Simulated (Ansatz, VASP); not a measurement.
**B: VASP beside Ansatz**

```
B
1.0
    -2.81165    2.99950    0.81452
     2.99950   -2.81165    0.81452
     2.03998    2.03998   -0.47048
B
2
Direct
  0.07149 0.92851 0.00000
  0.67851 0.32149 0.50000
```

Alike in both runs: task single point; functional revPBE; k mesh 22 × 22 × 12; occupations fermi-dirac, width 0.1 eV; no spin polarisation.

```csv
,VASP,Ansatz
version,VASP 6.6.1,Ansatz 0.2.0
potentials or method,"VASP PAW PBE potentials, release 64 (B), cutoff 520 eV","plane waves (420 eV) with PAW, scalar-relativistic"
valence electrons in the cell,6,6
```

Ansatz gave:

```
pressure (GPa)                                                : -6.1
traceless stress, the component that is largest in VASP (GPa) : -6.43
```

Q: Which values does VASP return?

A: Pressure (GPa): -6.1; traceless stress, the component that is largest in VASP (GPa): -6.38.

VASP's potentials were made for PBE, not for revPBE. With one functional, cell and mesh, what is left measures potentials, basis and numerics. Ansatz's warnings: structure snapped to symmetry.
